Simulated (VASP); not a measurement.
The system is GeW.

```
CELL_PARAMETERS angstrom
0.00000 2.57761 2.57761
2.57761 0.00000 2.57761
2.57761 2.57761 0.00000
ATOMIC_POSITIONS crystal
Ge 0.50000 0.50000 0.50000
W 0.00000 0.00000 0.00000
```

* Program: VASP 6.6.1
* Task: relaxation of cell and atoms
* Functional: PBE
* Dispersion: D4
* Potentials or basis: VASP PAW PBE potentials, release 64 (Ge_d, W_sv)
* Cutoff: 600 eV
* k mesh: 9 × 9 × 9
* Occupations: fermi-dirac, width 0.05 eV
* Spin: no spin polarisation

At the start: pressure -3.9 GPa; volume 17.13 Å³/atom.

Where does the relaxation end?

Over 3 steps the energy falls by 4.8 meV/atom and the volume is 16.75 Å³/atom (-2.2 %); space group Fm-3m (No. 225, to 0.05 Å).

Step by step:
| step | energy change (eV) | largest force (eV/Å) | pressure (GPa) | volume (Å³) |
| --- | --- | --- | --- | --- |
| 1 | 0.0000 | 0.0000 | -3.94 | 34.25 |
| 2 | 0.0211 | 0.0000 | 7.89 | 32.20 |
| 3 | -0.0095 | 0.0000 | -0.05 | 33.50 |

Final structure:
```
Ge W
1.0
     0.00000    2.55864    2.55864
     2.55864    0.00000    2.55864
     2.55864    2.55864    0.00000
Ge W
1 1
Direct
  0.50000 0.50000 0.50000
  0.00000 0.00000 0.00000
```

Caveat: pairwise dispersion overbinds metals, which lowers pressure and volume.
